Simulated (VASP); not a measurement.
# Be3Te4 (R3m) in VASP: single point with PBE

Aim: the single point of Be3Te4 with PBE.

All numbers are computed with VASP 6.6.1; they aren't measurements. Logs are shortened: lines on timing, memory, paths and dates and some standing lists are left out, and cuts for length are marked.

### 1 The cell of the first run

It takes space group R3m (No. 160, trigonal). The conventional cell has a = 6.460 Å, b = 6.460 Å, c = 20.246 Å, α = 90.00°, β = 90.00°, γ = 120.00°. Within 3.2 Å of Be (site symmetry m) lie 3 Te at 2.42 to 2.44 Å and 2 Be at 2.51 Å. Within 3.2 Å of Te (site symmetry 3m) lie 3 Be at 2.44 Å. Te (site symmetry m) has 2 Be at 2.42 Å and 4 Te at 3.14 to 3.32 Å within 3.4 Å.

The cell was built from a structure type or drawn by symmetry, and may not be a known phase.

### 2 Single point, PBE

Input file INCAR:

```
SYSTEM = Be3Te4
  PREC = Accurate
  ENCUT = 600
  EDIFF = 1E-6
  ISMEAR = 0
  SIGMA = 0.2
  LREAL = .FALSE.
  LASPH = .TRUE.
  NELM = 120
  ALGO = Normal
  ISIF = 2
  LWAVE = .FALSE.
  LCHARG = .FALSE.
  GGA = PE
  NBANDS = 24
  GGA_COMPAT = .FALSE.
```

Input file KPOINTS:

```
Automatic mesh
0
G
  3 3 3
  0 0 0
```

Input file POSCAR:

```
Be3Te4
1.0
    3.2302096171      1.8649623942      6.7485710748
   -3.2302096171      1.8649623942      6.7485710748
    0.0000000000     -3.7299247817      6.7485710767
Be Te
3 4
Direct
    0.9925766664      0.6045223116      0.9925766664
    0.9925766664      0.9925766664      0.6045223116
    0.6045223116      0.9925766664      0.9925766664
    0.1540749165      0.1540749165      0.1540749165
    0.7760571910      0.2893972272      0.7760571910
    0.7760571910      0.7760571910      0.2893972272
    0.2893972272      0.7760571910      0.7760571910
```

Potentials or basis: VASP PAW PBE potentials, release 64 (Be, Te).

The run is started by

```sh
$ cat potpaw_PBE.64/Be/POTCAR potpaw_PBE.64/Te/POTCAR > POTCAR
$ mpirun -np 1 vasp_std > vasp.out
```

OUTCAR:

```text
SYSTEM = Be3Te4
   PREC = Accurate
   ENCUT = 600
   EDIFF = 1E-6
   ISMEAR = 0
   LREAL = .FALSE.
   LASPH = .TRUE.
   NELM = 120
   ISIF = 2
   GGA = PE

 ion  position               nearest neighbor table
   1  0.993  0.605  0.993-   7 2.42   6 2.42   4 2.44
   2  0.993  0.993  0.605-   5 2.42   7 2.42   4 2.44
   3  0.605  0.993  0.993-   5 2.42   6 2.42   4 2.44
   4  0.154  0.154  0.154-   1 2.44   3 2.44   2 2.44
   5  0.776  0.289  0.776-   3 2.42   2 2.42   6 3.14   7 3.14   6 3.32   7 3.32
   6  0.776  0.776  0.289-   1 2.42   3 2.42   5 3.14   7 3.14   7 3.32   5 3.32
   7  0.289  0.776  0.776-   1 2.42   2 2.42   6 3.14   5 3.14   6 3.32   5 3.32

  LATTYP: Found a trigonal (rhomboedric) cell.
 ALAT       =     7.7107425358
 COS(alpha) =     0.6490065573

  Lattice vectors:

 A1 = (   3.2302096171,   1.8649623942,   6.7485710748)
 A2 = (  -3.2302096171,   1.8649623942,   6.7485710748)
 A3 = (   0.0000000000,  -3.7299247817,   6.7485710767)

Analysis of symmetry for initial positions (statically):
=====================================================================
 Subroutine PRICEL returns:
 Original cell was already a primitive cell.

 Routine SETGRP: Setting up the symmetry group for a
 trigonal (rhombohedral) supercell.

 Subroutine GETGRP returns: Found  6 space group operations
 (whereof  6 operations were pure point group operations)
 out of a pool of 12 trial point group operations.

The static configuration has the point symmetry C_3v.

Analysis of symmetry for dynamics (positions and initial velocities):
=====================================================================
 Subroutine PRICEL returns:
 Original cell was already a primitive cell.

 Routine SETGRP: Setting up the symmetry group for a
 trigonal (rhombohedral) supercell.

 Subroutine GETGRP returns: Found  6 space group operations
 (whereof  6 operations were pure point group operations)
 out of a pool of 12 trial point group operations.

The dynamic configuration has the point symmetry C_3v.

 Subroutine INISYM returns: Found  6 space group operations
 (whereof  6 operations are pure point group operations),
 and found     1 'primitive' translations

----------------------------------------------------------------------------------------

                                     Primitive cell

  volume of cell :     243.9292

  direct lattice vectors                    reciprocal lattice vectors
     3.230209617  1.864962394  6.748571075     0.154788716  0.089367307  0.049393172
    -3.230209617  1.864962394  6.748571075    -0.154788716  0.089367307  0.049393172
     0.000000000 -3.729924782  6.748571077     0.000000000 -0.178734614  0.049393172

  length of vectors
     7.710742536  7.710742536  7.710742536     0.185433944  0.185433944  0.185433944

  position of ions in fractional coordinates (direct lattice)
     0.992576666  0.604522312  0.992576666
     0.992576666  0.992576666  0.604522312
     0.604522312  0.992576666  0.992576666
     0.154074917  0.154074917  0.154074917
     0.776057191  0.289397227  0.776057191
     0.776057191  0.776057191  0.289397227
     0.289397227  0.776057191  0.776057191

  ion indices of the primitive-cell ions
   primitive index   ion index
                 1           1
                 2           2
                 3           3
                 4           4
                 5           5
                 6           6
                 7           7

----------------------------------------------------------------------------------------

 KPOINTS: Automatic mesh

Automatic generation of k-mesh.
 Grid dimensions read from file:
 generate k-points for:    3    3    3

 Generating k-lattice:

  Cartesian coordinates                     Fractional coordinates (reciprocal lattice)
     0.051596239  0.029789102  0.016464391     0.333333333  0.000000000  0.000000000
    -0.051596239  0.029789102  0.016464391     0.000000000  0.333333333  0.000000000
     0.000000000 -0.059578205  0.016464391     0.000000000  0.000000000  0.333333333

  Length of vectors
     0.061811315  0.061811315  0.061811315

  Shift w.r.t. Gamma in fractional coordinates (k-lattice)
     0.000000000  0.000000000  0.000000000

 Subroutine IBZKPT returns following result:
 ===========================================

 Found      6 irreducible k-points:

 Following reciprocal coordinates:
            Coordinates               Weight
  0.000000  0.000000  0.000000      1.000000
  0.333333  0.000000  0.000000      6.000000
  0.333333  0.333333  0.000000      6.000000
 -0.333333  0.333333  0.000000      6.000000
  0.333333  0.333333  0.333333      2.000000
 -0.333333  0.333333  0.333333      6.000000
   k-points           NKPTS =      6   k-points in BZ     NKDIM =      6   number of bands    NBANDS=     24
   number of dos      NEDOS =    301   number of ions     NIONS =      7
   total plane-waves  NPLWV = 262144
   dimension x,y,z NGX =    64 NGY =   64 NGZ =   64
   dimension x,y,z NGXF=   128 NGYF=  128 NGZF=  128
   ions per type =               3   4
   NGX,Y,Z   is equivalent  to a cutoff of  13.80, 13.80, 13.80 a.u.
   NGXF,Y,Z  is equivalent  to a cutoff of  27.60, 27.60, 27.60 a.u.
 SYSTEM =  Be3Te4
   PREC   = accura    normal or accurate (medium, high low for compatibility)
   ISTART =      0    job   : 0-new  1-cont  2-samecut
   ICHARG =      2    charge: 1-file 2-atom 10-const
   ISPIN  =      1    spin polarized calculation?
   LNONCOLLINEAR =      F non collinear calculations
   LSORBIT =      F    spin-orbit coupling
   LASPH  =      T    aspherical Exc in radial PAW
   ENCUT  =  600.0 eV  44.10 Ry    6.64 a.u.  15.40 15.40 15.40*2*pi/ulx,y,z
   NELM   =    120;   NELMIN=  2; NELMDL= -5     # of ELM steps
   EDIFF  = 0.1E-05   stopping-criterion for ELM
   LREAL  =      F    real-space projection
   EDIFFG = 0.1E-04   stopping-criterion for IOM
   NSW    =      0    number of steps for IOM
   IBRION =     -1    ionic relax: 0-MD 1-quasi-New 2-CG
   NFREE  =      0    steps in history (QN), initial steepest desc. (CG)
   ISIF   =      2    stress and relaxation
   ISYM   =      2    0-nonsym 1-usesym 2-fastsym
   POTIM  = 0.5000    time-step for ionic-motion
   TEBEG  =    0.0;   TEEND  =   0.0 temperature during run
   PSTRESS=    0.0 pullay stress
   NELECT =      30.0000    total number of electrons
   NUPDOWN=      -1.0000    fix difference up-down
   EMIN   =  10.00;   EMAX   =-10.00  energy-range for DOS
   EFERMI =   0.00;   METHOD = LEGACY
   ISMEAR =     0;   SIGMA  =   0.20  broadening in eV -4-tet -1-fermi 0-gaus
   EFERMI_NEDOS =   21; number of points for ismear=-14 and -15
   IALGO  =     38    algorithm
   IMIX   =      4    mixing-type and parameters
     AMIX     =   0.40;   BMIX     =  1.00
     AMIX_MAG =   1.60;   BMIX_MAG =  1.00
  volume/ion in A,a.u.               =      34.85       235.16
  Fermi-wavevector in a.u.,A,eV,Ry     =   0.814130  1.538483  9.018054  0.662808
  Thomas-Fermi vector in A             =   1.923981
   LORBIT       =      0    0 simple, 1 ext, 2 COOP (PROOUT), +10 PAW based schemes
   GGA     = PE    functional components
   LHFCALC =     F    Hartree Fock is set to
   AEXX    =    0.0000 exact exchange contribution
   IVDW    =     0    specifies the selected vdW correction
   LEPSILON=     F    determine dielectric tensor
   LRPA    =     F    only Hartree local field effects (RPA)
 non-spin polarized calculation
 Gauss-broadening in eV      SIGMA  =   0.20
  energy-cutoff  :      600.00
  volume of cell :      243.93
 maximum number of plane-waves:      8154
 NGX is ok and might be reduce to    64
   NGX = 31   NGY = 31   NGZ = 31

 number of electron      30.0000000 magnetization

 Free energy of the ion-electron system (eV)
  ---------------------------------------------------
  ext. energy  EPLUGINS =         0.00000000
  ---------------------------------------------------
  free energy    TOTEN  =       -22.37239003 eV

  energy without entropy =      -22.31712273  energy(sigma->0) =      -22.34475638

 E-fermi :   2.1416     XC(G=0):  -7.1480

 val. band max:        2.1332973076   @ k =  -0.3333   0.3333   0.0000
 cond. band min:       2.3663574843   @ k =   0.3333   0.3333   0.0000
 fundamental gap:      0.2330601767
 Fermi energy:         2.1416120256

 k-point     1 :       0.0000    0.0000    0.0000
  band No.  band energies     occupation
      1     -10.5026      2.00000
      2      -8.4356      2.00000
      3      -7.9371      2.00000
      4      -7.9371      2.00000
      5      -4.1866      2.00000
      6      -2.2729      2.00000
[... 16 lines left out ...]
     23       6.6733      0.00000
     24       8.2152      0.00000

 k-point     2 :       0.3333    0.0000    0.0000
  band No.  band energies     occupation
      1     -10.1321      2.00000
      2      -8.8540      2.00000
      3      -8.4091      2.00000
      4      -8.0048      2.00000
      5      -3.2531      2.00000
      6      -2.1052      2.00000
[... 16 lines left out ...]
     23       7.3483      0.00000
     24       7.6168      0.00000

 k-point     3 :       0.3333    0.3333    0.0000
  band No.  band energies     occupation
      1     -10.1286      2.00000
      2      -8.8382      2.00000
      3      -8.4346      2.00000
      4      -8.0072      2.00000
      5      -3.2798      2.00000
      6      -2.0301      2.00000
[... 16 lines left out ...]
     23       7.0719      0.00000
     24       7.2428      0.00000

 k-point     4 :      -0.3333    0.3333    0.0000
  band No.  band energies     occupation
      1      -9.5796      2.00000
      2      -9.4896      2.00000
      3      -8.6322      2.00000
      4      -7.9416      2.00000
      5      -2.4902      2.00000
      6      -2.2877      2.00000
[... 16 lines left out ...]
     23       7.1118      0.00000
     24       7.5475      0.00000

 k-point     5 :       0.3333    0.3333    0.3333
  band No.  band energies     occupation
      1     -10.4915      2.00000
      2      -8.4632      2.00000
      3      -7.9381      2.00000
      4      -7.9381      2.00000
      5      -4.1995      2.00000
      6      -2.2762      2.00000
[... 16 lines left out ...]
     23       6.5372      0.00000
     24       7.3709      0.00000

 k-point     6 :      -0.3333    0.3333    0.3333
  band No.  band energies     occupation
      1     -10.1210      2.00000
      2      -8.8547      2.00000
      3      -8.4317      2.00000
      4      -8.0065      2.00000
      5      -3.2773      2.00000
      6      -2.1118      2.00000
[... 16 lines left out ...]
     23       7.0307      0.00000
     24       7.4723      0.00000

------------------------ aborting loop because EDIFF is reached ----------------------------------------

  FORCE on cell =-STRESS in cart. coord.  units (eV):
  Direction    XX          YY          ZZ          XY          YZ          ZX
  --------------------------------------------------------------------------------------
  -------------------------------------------------------------------------------------
  Total        0.3958763      0.3958763      0.1316133      0.0000000     -0.0000000      0.0000000
  in kB        2.6001969      2.6001969      0.8644631      0.0000000     -0.0000000      0.0000000
  external PRESSURE =       2.0216190 kB  Pullay stress =       0.0000000 kB

 VOLUME and BASIS-vectors are now :
 -----------------------------------------------------------------------------
  energy-cutoff  :      600.00
  volume of cell :      243.93
      direct lattice vectors                 reciprocal lattice vectors
     3.230209617  1.864962394  6.748571075     0.154788716  0.089367307  0.049393172
    -3.230209617  1.864962394  6.748571075    -0.154788716  0.089367307  0.049393172
     0.000000000 -3.729924782  6.748571077     0.000000000 -0.178734614  0.049393172

 POSITION                                       TOTAL-FORCE (eV/Angst)
 -----------------------------------------------------------------------------------
      1.25350     -0.72371     17.47661         0.031744     -0.018328      0.020847
      0.00000      1.44741     17.47661         0.000000      0.036655      0.020847
     -1.25350     -0.72371     17.47661        -0.031744     -0.018328      0.020847
      0.00000      0.00000      3.11936         0.000000     -0.000000     -0.073880
      1.57201     -0.90760     12.42757         0.050075     -0.028911      0.003780
      0.00000      1.81521     12.42757         0.000000      0.057822      0.003780
     -1.57201     -0.90760     12.42757        -0.050075     -0.028911      0.003780
 -----------------------------------------------------------------------------------
    total drift:                                0.000000     -0.000000      0.000700

  FREE ENERGIE OF THE ION-ELECTRON SYSTEM (eV)
  ---------------------------------------------------
  free  energy   TOTEN  =       -22.3723900284 eV

  energy  without entropy=      -22.3171227298  energy(sigma->0) =      -22.34475638
```

Run time: 3.5 min. Hardware: 1 thread of Intel Xeon 8259CL, shared host; peak memory 0.52 GiB.

What came out:

```
Free energy            : -22.3724 eV
Pressure               : 0.2 GPa
Largest force          : 0.074 eV/Å
Band gap on the k mesh : zero (bands 15 and 16 overlap by 1.13 eV)
```

Forces on the atoms (eV/Å):
```
Be   0.032 -0.018  0.021
Be   0.000  0.037  0.021
Be  -0.032 -0.018  0.021
Te   0.000  0.000 -0.074
Te   0.050 -0.029  0.004
Te   0.000  0.058  0.004
Te  -0.050 -0.029  0.004
```

Caveat: the k points lie up to 0.39 Å⁻¹ apart, too coarse for converged energies and pressures of a metal; spin-orbit coupling is left out, which moves the levels of the heavy elements.
